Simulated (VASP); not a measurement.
# Ti4W (Pm-3m) in VASP: further runs, part 2 of 2

VASP 6.6.1. The steps go on from the part before.

## (3) Relaxation of cell and atoms, PBE

This run uses another cell than the first one, of 18.06 Å³/atom.

INCAR reads:

```
SYSTEM = Ti4W
PREC = Accurate ; ENCUT = 600
EDIFF = 1E-6 ; ISMEAR = 0
SIGMA = 0.1 ; LREAL = .False.
LASPH = .True. ; NELM = 60
ALGO = Fast ; ISIF = 3
LWAVE = .False. ; LCHARG = .False.
GGA = PE ; IBRION = 2
NSW = 100 ; EDIFFG = -0.01
```

KPOINTS reads:

```
Automatic mesh
0
Gamma
  8 8 8
  0 0 0
```

POSCAR reads:

```
Ti4W
1.0
    4.4863623302      0.0000000000      0.0000000000
    0.0000000000      4.4863623302      0.0000000000
    0.0000000000      0.0000000000      4.4863623302
Ti W
4 1
Direct
    0.5000000000      0.5000000000      0.5000000000
    0.0000000000      0.5000000000      0.5000000000
    0.5000000000      0.0000000000      0.5000000000
    0.5000000000      0.5000000000      0.0000000000
    0.0000000000      0.0000000000      0.0000000000
```

Potentials or basis: VASP PAW PBE potentials, release 64 (Ti_sv, W_sv).

Command:

```sh
$ cat potpaw_PBE.64/Ti_sv/POTCAR potpaw_PBE.64/W_sv/POTCAR > POTCAR
$ mpirun -np 1 vasp_std > vasp.out
```

OUTCAR:

```text
SYSTEM = Ti4W
   PREC = Accurate
   ENCUT = 600
   EDIFF = 1E-6
   ISMEAR = 0
   LREAL = .False.
   LASPH = .True.
   NELM = 60
   ISIF = 3
   GGA = PE
   IBRION = 2
   NSW = 100
   EDIFFG = -0.01

 ion  position               nearest neighbor table
   1  0.500  0.500  0.500-   2 2.24   3 2.24   4 2.24   4 2.24   3 2.24   2 2.24
   2  0.000  0.500  0.500-   1 2.24   1 2.24   5 3.17   5 3.17   5 3.17   5 3.17
   3  0.500  0.000  0.500-   1 2.24   1 2.24   5 3.17   5 3.17   5 3.17   5 3.17
   4  0.500  0.500  0.000-   1 2.24   1 2.24   5 3.17   5 3.17   5 3.17   5 3.17
   5  0.000  0.000  0.000-   2 3.17   3 3.17   4 3.17   2 3.17   3 3.17   2 3.17   4 3.17   2 3.17
                             3 3.17   4 3.17   3 3.17   4 3.17

  LATTYP: Found a simple cubic cell.
 ALAT       =     4.4863623302

  Lattice vectors:

 A1 = (   4.4863623302,   0.0000000000,   0.0000000000)
 A2 = (   0.0000000000,   4.4863623302,   0.0000000000)
 A3 = (   0.0000000000,   0.0000000000,   4.4863623302)

Analysis of symmetry for initial positions (statically):
=====================================================================
 Subroutine PRICEL returns:
 Original cell was already a primitive cell.

 Routine SETGRP: Setting up the symmetry group for a
 simple cubic supercell.

 Subroutine GETGRP returns: Found 48 space group operations
 (whereof 48 operations were pure point group operations)
 out of a pool of 48 trial point group operations.

The static configuration has the point symmetry O_h .

Analysis of symmetry for dynamics (positions and initial velocities):
=====================================================================
 Subroutine PRICEL returns:
 Original cell was already a primitive cell.

 Routine SETGRP: Setting up the symmetry group for a
 simple cubic supercell.

 Subroutine GETGRP returns: Found 48 space group operations
 (whereof 48 operations were pure point group operations)
 out of a pool of 48 trial point group operations.

The dynamic configuration has the point symmetry O_h .

 Subroutine INISYM returns: Found 48 space group operations
 (whereof 48 operations are pure point group operations),
 and found     1 'primitive' translations

----------------------------------------------------------------------------------------

                                     Primitive cell

  volume of cell :      90.2990

  direct lattice vectors                    reciprocal lattice vectors
     4.486362330  0.000000000  0.000000000     0.222897735  0.000000000  0.000000000
     0.000000000  4.486362330  0.000000000     0.000000000  0.222897735  0.000000000
     0.000000000  0.000000000  4.486362330     0.000000000  0.000000000  0.222897735

  length of vectors
     4.486362330  4.486362330  4.486362330     0.222897735  0.222897735  0.222897735

  position of ions in fractional coordinates (direct lattice)
     0.500000000  0.500000000  0.500000000
     0.000000000  0.500000000  0.500000000
     0.500000000  0.000000000  0.500000000
     0.500000000  0.500000000  0.000000000
     0.000000000  0.000000000  0.000000000

  ion indices of the primitive-cell ions
[... 78 lines left out ...]
   EDIFF  = 0.1E-05   stopping-criterion for ELM
   LREAL  =      F    real-space projection
   EDIFFG = -.1E-01   stopping-criterion for IOM
   NSW    =    100    number of steps for IOM
   IBRION =      2    ionic relax: 0-MD 1-quasi-New 2-CG
   NFREE  =      1    steps in history (QN), initial steepest desc. (CG)
   ISIF   =      3    stress and relaxation
   ISYM   =      2    0-nonsym 1-usesym 2-fastsym
   POTIM  = 0.5000    time-step for ionic-motion
   TEBEG  =    0.0;   TEEND  =   0.0 temperature during run
   PSTRESS=    0.0 pullay stress
   NELECT =      62.0000    total number of electrons
   NUPDOWN=      -1.0000    fix difference up-down
   EMIN   =  10.00;   EMAX   =-10.00  energy-range for DOS
   EFERMI =   0.00;   METHOD = LEGACY
   ISMEAR =     0;   SIGMA  =   0.10  broadening in eV -4-tet -1-fermi 0-gaus
   EFERMI_NEDOS =   21; number of points for ismear=-14 and -15
   IALGO  =     68    algorithm
   IMIX   =      4    mixing-type and parameters
     AMIX     =   0.40;   BMIX     =  1.00
     AMIX_MAG =   1.60;   BMIX_MAG =  1.00
  volume/ion in A,a.u.               =      18.06       121.87
  Fermi-wavevector in a.u.,A,eV,Ry     =   1.444257  2.729249 28.380084  2.085877
  Thomas-Fermi vector in A             =   2.562572
   LORBIT       =      0    0 simple, 1 ext, 2 COOP (PROOUT), +10 PAW based schemes
   GGA     = PE    functional components
   LHFCALC =     F    Hartree Fock is set to
   AEXX    =    0.0000 exact exchange contribution
   IVDW    =     0    specifies the selected vdW correction
   LEPSILON=     F    determine dielectric tensor
   LRPA    =     F    only Hartree local field effects (RPA)
 conjugate gradient relaxation of ions
 non-spin polarized calculation
 RMM-DIIS sequential band-by-band and
 Gauss-broadening in eV      SIGMA  =   0.10
  energy-cutoff  :      600.00
  volume of cell :       90.30
 maximum number of plane-waves:      3036
 NGX is ok and might be reduce to    36
   NGX = 17   NGY = 17   NGZ = 17

--------------------------------------- Ionic step        1  -------------------------------------------

 number of electron      61.9999968 magnetization

 Free energy of the ion-electron system (eV)
  ---------------------------------------------------
  ext. energy  EPLUGINS =         0.00000000
  ---------------------------------------------------
  free energy    TOTEN  =       -38.51120577 eV

  energy without entropy =      -38.48389566  energy(sigma->0) =      -38.49755072

------------------------ aborting loop EDIFF was not reached (unconverged)  ----------------------------

  FORCE on cell =-STRESS in cart. coord.  units (eV):
  Direction    XX          YY          ZZ          XY          YZ          ZX
  --------------------------------------------------------------------------------------
  -------------------------------------------------------------------------------------
  Total       -0.6663255     -0.6663255     -0.6663255      0.0000000      0.0000000      0.0000000
  in kB      -11.8226271    -11.8226271    -11.8226271      0.0000000      0.0000000      0.0000000
  external PRESSURE =     -11.8226271 kB  Pullay stress =       0.0000000 kB
[... 26 lines left out ...]
--------------------------------------- Ionic step        2  -------------------------------------------

 number of electron      61.9999969 magnetization

------------------------ aborting loop because EDIFF is reached ----------------------------------------

  FORCE on cell =-STRESS in cart. coord.  units (eV):
  Direction    XX          YY          ZZ          XY          YZ          ZX
  --------------------------------------------------------------------------------------
  -------------------------------------------------------------------------------------
  Total        0.4612271      0.4612271      0.4612271      0.0000000     -0.0000000     -0.0000000
  in kB        8.3434506      8.3434506      8.3434506      0.0000000     -0.0000000     -0.0000000
  external PRESSURE =       8.3434506 kB  Pullay stress =       0.0000000 kB
[... 26 lines left out ...]
--------------------------------------- Ionic step        3  -------------------------------------------

 number of electron      61.9999967 magnetization

 Free energy of the ion-electron system (eV)
  ---------------------------------------------------
  ext. energy  EPLUGINS =         0.00000000
  ---------------------------------------------------
  free energy    TOTEN  =       -38.51502757 eV

  energy without entropy =      -38.48778093  energy(sigma->0) =      -38.50140425

 E-fermi :   8.0074     XC(G=0): -11.5560

 val. band max:        7.9985772945   @ k =   0.5000   0.3750   0.2500
 cond. band min:       8.0102164179   @ k =   0.3750   0.1250   0.0000
 fundamental gap:      0.0116391234
 Fermi energy:         8.0073950528

 k-point     1 :       0.0000    0.0000    0.0000
  band No.  band energies     occupation
      1     -66.1115      2.00000
      2     -48.8489      2.00000
      3     -48.6179      2.00000
      4     -48.6179      2.00000
      5     -47.2091      2.00000
      6     -30.2094      2.00000
[... 949 lines left out ...]
     36       9.1775      0.00000
     37       9.3981      0.00000

 [... further k-points ...]

------------------------ aborting loop because EDIFF is reached ----------------------------------------

  FORCE on cell =-STRESS in cart. coord.  units (eV):
  Direction    XX          YY          ZZ          XY          YZ          ZX
  --------------------------------------------------------------------------------------
  -------------------------------------------------------------------------------------
  Total        0.0091626      0.0091626      0.0091626     -0.0000000     -0.0000000      0.0000000
  in kB        0.1644011      0.1644011      0.1644011     -0.0000000     -0.0000000      0.0000000
  external PRESSURE =       0.1644011 kB  Pullay stress =       0.0000000 kB
[... 20 lines left out ...]
  FREE ENERGIE OF THE ION-ELECTRON SYSTEM (eV)
  ---------------------------------------------------
  free  energy   TOTEN  =       -38.5150275687 eV

  energy  without entropy=      -38.4877809280  energy(sigma->0) =      -38.50140425

 reached required accuracy - stopping structural energy minimisation
```

OSZICAR:

```text
N       E                     dE             d eps       ncg     rms          rms(c)
DAV:   1     0.868959972591E+03    0.86896E+03   -0.34697E+04  2590   0.225E+03
DAV:   2     0.570316552313E+02   -0.81193E+03   -0.79859E+03  2590   0.660E+02
DAV:   3    -0.309798077425E+02   -0.88011E+02   -0.85240E+02  3911   0.188E+02
[... 109 lines left out ...]
RMM:  17    -0.385150240066E+02   -0.16584E-05   -0.20595E-05  2495   0.163E-02    0.297E-03
RMM:  18    -0.385150252191E+02   -0.12126E-05   -0.16011E-05  2465   0.151E-02    0.173E-03
RMM:  19    -0.385150262380E+02   -0.10189E-05   -0.13401E-05  2320   0.135E-02    0.180E-03
RMM:  20    -0.385150269521E+02   -0.71410E-06   -0.10189E-05  2234   0.126E-02    0.169E-03
RMM:  21    -0.385150275687E+02   -0.61652E-06   -0.91327E-06  2186   0.119E-02
   3 F= -.38515028E+02 E0= -.38501404E+02  d E =-.382180E-02
```

Wall time 34 min (1 thread of Intel Xeon 8259CL, shared host); peak memory 0.27 GiB.

Results:

| Item | Value |
| --- | --- |
| Free energy | -38.5150 eV |
| Relaxed volume | 17.86 Å³/atom |
| Relaxed cell | a = 4.470 Å, b = 4.470 Å, c = 4.470 Å, α = 90.00°, β = 90.00°, γ = 90.00° |
| Space group after relaxing (to 0.1 Å) | Pm-3m (No. 221) |
| Energy gained by relaxing | 0.8 meV/atom |
| Ionic steps | 3 |
| Pressure after relaxing | 0.0 GPa |
| Band gap on the k mesh | zero (bands 31 and 32 overlap by 1.03 eV) |

The path:
```csv
step,energy change (eV),largest force (eV/Å),pressure (GPa),volume (Å³)
1,0.0000,0.0000,-1.18,90.30
2,-0.0018,0.0000,0.83,88.57
3,-0.0038,0.0000,0.02,89.29
```

Final structure:
```
CELL_PARAMETERS angstrom
4.46966 0.00000 0.00000
0.00000 4.46966 0.00000
0.00000 0.00000 4.46966
ATOMIC_POSITIONS crystal
Ti 0.50000 0.50000 0.50000
Ti 0.00000 0.50000 0.50000
Ti 0.50000 0.00000 0.50000
Ti 0.50000 0.50000 0.00000
W 0.00000 0.00000 0.00000
```

Caveat: spin-orbit coupling is left out, which moves the levels of the heavy elements.
